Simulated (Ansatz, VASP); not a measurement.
Te2Mo in VASP and in Ansatz

```
Te Mo
1.0
     3.46655    0.00000    0.00000
    -1.73327    3.00212    0.00000
     0.00000    0.00000   18.04541
Te Mo
2 1
Direct
  0.33333 0.66667 0.90051
  0.33333 0.66667 0.09949
  0.00000 0.00000 0.00000
```

Alike in both runs: task single point; functional LDA; k mesh 12 × 12 × 2; occupations gaussian, width 0.02 eV; no spin polarisation.

|  | VASP | Ansatz |
| --- | --- | --- |
| version | VASP 6.6.1 | Ansatz 0.2.0 |
| potentials or method | VASP PAW LDA potentials, release 64 (Te, Mo_sv), cutoff 500 eV | scalar-relativistic, plane waves, PAW |
| valence electrons in the cell | 26 | 46 |

Ansatz gave:

| Quantity | Value |
| --- | --- |
| gap on the k mesh at the Fermi level (eV) | 1.24 |
| least direct gap on the mesh (eV) | 1.24 |
| rms of the force components (eV/Å) | 0.004 |

Question: Estimate VASP's values.

Answer: gap on the k mesh at the Fermi level (eV): 1.24; least direct gap on the mesh (eV): 1.24; rms of the force components (eV/Å): 0.024.

LDA's correlation is that of Perdew and Zunger in VASP and of Perdew and Wang (1992) in Ansatz. Atom by atom the forces differ by 0.028 eV/Å (rms over components). VASP's potentials hold 26 valence electrons a cell and Ansatz's 46, so a difference there can come from the potentials and not from the codes.

Neither program's run includes spin-orbit coupling.
